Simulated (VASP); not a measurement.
# Sb (P6_3/mmc) in VASP: a series of runs, part 2 of 2

VASP 6.6.1.

**4. Single point, BLYP**

This run uses another cell than the first one, of 30.35 Å³/atom, 0.926 times its volume.

Contents of INCAR:

```
AGGAC    = 1.0          
AGGAX    = 1.0          
ALDAC    = 0.0          
ALDAX    = 1.0          
ALGO     = Normal         # electronic algorithm
EDIFF    = 1E-6           # SCF threshold, eV
ENCUT    = 520            # plane-wave cutoff, eV
GGA      = B5             # functional
ISIF     = 2              # what is computed and relaxed
ISMEAR   = -1             # smearing method
LASPH    = T              # aspherical terms in the spheres
LCHARG   = F              # write CHGCAR
LREAL    = F              # projectors in reciprocal space
LWAVE    = F              # write WAVECAR
NBANDS   = 18             # bands
NELM     = 60             # most SCF steps
PREC     = Accurate       # precision mode
SIGMA    = 0.1            # smearing width, eV
```

Contents of KPOINTS:

```
k-points
0
Gamma
  14 14 4
```

Contents of POSCAR:

```
Sb
1.0
    3.4374443040      0.0000000000      0.0000000000
   -1.7187221520      2.9769140913      0.0000000000
    0.0000000000      0.0000000000     11.8643859356
Sb
4
Direct
    1.0000000000      1.0000000000      0.0000000000
    1.0000000000      1.0000000000      0.5000000000
    0.3333333333      0.6666666667      0.2500000000
    0.6666666667      0.3333333333      0.7500000000
```

Potentials or basis: VASP PAW PBE potentials, release 64 (Sb).

The run is started by

```console
$ cat potpaw_PBE.64/Sb/POTCAR > POTCAR
$ mpirun -np 1 vasp_std > vasp.out
```

OUTCAR:

```text
EDIFF = 1E-6
   ENCUT = 520
   GGA = B5
   ISIF = 2
   ISMEAR = -1
   LASPH = T
   LREAL = F
   NELM = 60
   PREC = Accurate

 ion  position               nearest neighbor table
   1  0.000  0.000  0.000-   3 3.57   4 3.57   3 3.57   4 3.57   4 3.57   3 3.57
   2  0.000  0.000  0.500-   3 3.57   4 3.57   3 3.57   4 3.57   4 3.57   3 3.57
   3  0.333  0.667  0.250-   1 3.57   2 3.57   1 3.57   2 3.57   1 3.57   2 3.57
   4  0.667  0.333  0.750-   1 3.57   2 3.57   1 3.57   2 3.57   1 3.57   2 3.57

  LATTYP: Found a hexagonal cell.
 ALAT       =     3.4374443040
 C/A-ratio  =     3.4515136498

  Lattice vectors:

 A1 = (   3.4374443040,   0.0000000000,   0.0000000000)
 A2 = (  -1.7187221520,   2.9769140913,   0.0000000000)
 A3 = (   0.0000000000,   0.0000000000,  11.8643859356)

Analysis of symmetry for initial positions (statically):
=====================================================================
 Subroutine PRICEL returns:
 Original cell was already a primitive cell.

[... 169 lines left out ...]
  ext. energy  EPLUGINS =         0.00000000
  ---------------------------------------------------
  free energy    TOTEN  =       -11.89652133 eV

  energy without entropy =      -11.80101935  energy(sigma->0) =      -11.84877034

 E-fermi :   7.5180     XC(G=0):  -9.0502

 val. band max:        7.5176153095   @ k =   0.4286   0.1429   0.5000
 cond. band min:       7.5714113985   @ k =   0.3571   0.2143   0.0000
 fundamental gap:      0.0537960890
 Fermi energy:         7.5179797049

 k-point     1 :       0.0000    0.0000    0.0000
  band No.  band energies     occupation
      1      -4.5578      2.00000
      2      -3.6213      2.00000
      3      -3.6040      2.00000
      4      -1.9460      2.00000
      5       2.4829      2.00000
      6       6.2001      2.00000
[... 481 lines left out ...]
      5       3.7087      2.00000
      6       3.9284      2.00000
[... 10 lines left out ...]
     17      13.3272      0.00000
     18      13.4417      0.00000

 [... further k-points ...]
[... 5 lines left out ...]
  --------------------------------------------------------------------------------------
  -------------------------------------------------------------------------------------
  Total        0.1295308      0.1295308     -0.0384111      0.0000000      0.0000000      0.0000000
  in kB        1.7093716      1.7093716     -0.5068977      0.0000000      0.0000000      0.0000000
  external PRESSURE =       0.9706152 kB  Pullay stress =       0.0000000 kB

 VOLUME and BASIS-vectors are now :
 -----------------------------------------------------------------------------
  energy-cutoff  :      520.00
  volume of cell :      121.41
      direct lattice vectors                 reciprocal lattice vectors
     3.437444304  0.000000000  0.000000000     0.290913804  0.167959163  0.000000000
    -1.718722152  2.976914091  0.000000000     0.000000000  0.335918327  0.000000000
     0.000000000  0.000000000 11.864385936     0.000000000  0.000000000  0.084285862

 POSITION                                       TOTAL-FORCE (eV/Angst)
 -----------------------------------------------------------------------------------
      0.00000      0.00000      0.00000        -0.000000      0.000000      0.000000
      0.00000      0.00000      5.93219        -0.000000      0.000000      0.000000
     -0.00000      1.98461      2.96610         0.000000     -0.000000     -0.000000
      1.71872      0.99230      8.89829        -0.000000      0.000000      0.000000
 -----------------------------------------------------------------------------------
    total drift:                                0.000000     -0.000000      0.000000

  FREE ENERGIE OF THE ION-ELECTRON SYSTEM (eV)
  ---------------------------------------------------
  free  energy   TOTEN  =       -11.8965213278 eV

  energy  without entropy=      -11.8010193468  energy(sigma->0) =      -11.84877034
```

It took 53 s on 1 thread of Intel Xeon 6975P-C (Granite Rapids), shared host; peak memory 0.31 GiB.

Results:

| Quantity | Value |
| --- | --- |
| Free energy | -11.8965 eV |
| Pressure | 0.1 GPa |
| Band gap on the k mesh | zero (band 10 reaches 11.18 eV, above the bottom of band 11 at 5.52 eV) |

Caveat: the PAW data sets were made with another functional, which shifts forces and pressure a little; spin-orbit coupling is left out, which moves the levels of the heavy elements.

**5. The runs side by side**

```tsv
cell	k mesh	gap on the mesh (eV)	pressure (GPa)
a = 3.527, b = 3.527, c = 12.173 Å, angles 90.0, 90.0, 120.0°, 4 atoms	12 × 12 × 3	none	-2.8
a = 3.570, b = 3.570, c = 12.321 Å, angles 90.0, 90.0, 120.0°, 4 atoms	12 × 12 × 3	none	-3.8
a = 3.437, b = 3.437, c = 11.864 Å, angles 90.0, 90.0, 120.0°, 4 atoms	14 × 14 × 4	none	0.1
```

Alike in all rows: task single point; level BLYP; potentials or basis VASP PAW PBE potentials, release 64 (Sb); no spin polarisation; cutoff (eV) 520; smearing fermi-dirac 0.1 eV.

Caveats: the PAW data sets were made with another functional, which shifts forces and pressure a little; spin-orbit coupling is left out, which moves the levels of the heavy elements.

Absolute energies hang on the potentials; compare differences alone.
